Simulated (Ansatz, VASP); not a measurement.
# KF: VASP beside Ansatz

```
CELL_PARAMETERS angstrom
3.38931 0.00000 0.00000
0.00000 3.25895 0.00000
0.00000 0.00000 3.25895
ATOMIC_POSITIONS crystal
K 0.00000 0.00000 0.00000
F 0.50000 0.50000 0.50000
```

Change from the starting cell: strain +0.0400 x Voigt [1, 0, 0, 0, 0, 0], atoms carried along.

Alike in both runs: task single point; functional PBE; k mesh 8 × 8 × 8; occupations gaussian, width 0.05 eV; no spin polarisation.

|  | VASP | Ansatz |
| --- | --- | --- |
| version | VASP 6.6.1 | Ansatz 0.2.0 |
| potentials or method | VASP PAW PBE potentials, release 64 (K_sv, F), cutoff 520 eV | scalar-relativistic, plane waves, PAW |
| valence electrons in the cell | 16 | 16 |

VASP gave:

| Quantity | Value |
| --- | --- |
| gap on the k mesh at the Fermi level (eV) | 5.94 |
| least direct gap on the mesh (eV) | 6.00 |
| pressure (GPa) | -1.2 |
| traceless stress, the component that is largest in VASP (GPa) | -2.13 |

Q: What did Ansatz give for the same quantities?

A: gap on the k mesh at the Fermi level (eV): 5.96; least direct gap on the mesh (eV): 6.01; pressure (GPa): -1.2; traceless stress, the component that is largest in VASP (GPa): -2.13.

The functional is the same, so the differences come from potentials, cutoffs and numerics.
